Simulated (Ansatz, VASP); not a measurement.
## HfO2 in VASP and in Ansatz

```
Hf O
1.0
     4.83820    0.00000    0.00000
     0.00000    4.83820    0.00000
     0.00000    0.00000    3.22035
Hf O
2 4
Direct
  0.00000 0.00000 0.99487
  0.50000 0.50000 0.50513
  0.19492 0.80508 0.58151
  0.30508 0.30508 0.91849
  0.69492 0.69492 0.91849
  0.80508 0.19492 0.58151
```

Change from the starting cell: mode 12 (420.9 1/cm) frozen in, largest displacement +0.263 Å.

Alike in both runs: task single point; functional r2SCAN; k mesh 6 × 6 × 8; occupations gaussian, width 0.05 eV; no spin polarisation.

|  | VASP | Ansatz |
| --- | --- | --- |
| version | VASP 6.6.1 | Ansatz 0.2.0 |
| potentials or method | VASP PAW PBE potentials, release 64 (Hf_pv, O), cutoff 520 eV | scalar-relativistic, plane waves, PAW |
| valence electrons in the cell | 44 | 76 |

```tsv
	VASP	Ansatz	Ansatz less VASP
gap on the k mesh at the Fermi level (eV)	4.53	4.57	+0.047
least direct gap on the mesh (eV)	4.81	4.83	+0.029
pressure (GPa)	9.1	11.9	+2.76
traceless stress, the component that is largest in VASP (GPa)	-2.09	-1.76	+0.329
rms of the force components (eV/Å)	1.771	1.796	+0.0249
```

VASP's potentials were made for PBE, not for r2SCAN. Atom by atom the forces differ by 0.040 eV/Å (rms over components). VASP's potentials hold 44 valence electrons a cell and Ansatz's 76, so a difference there can come from the potentials and not from the codes.

Spin-orbit coupling is off throughout.
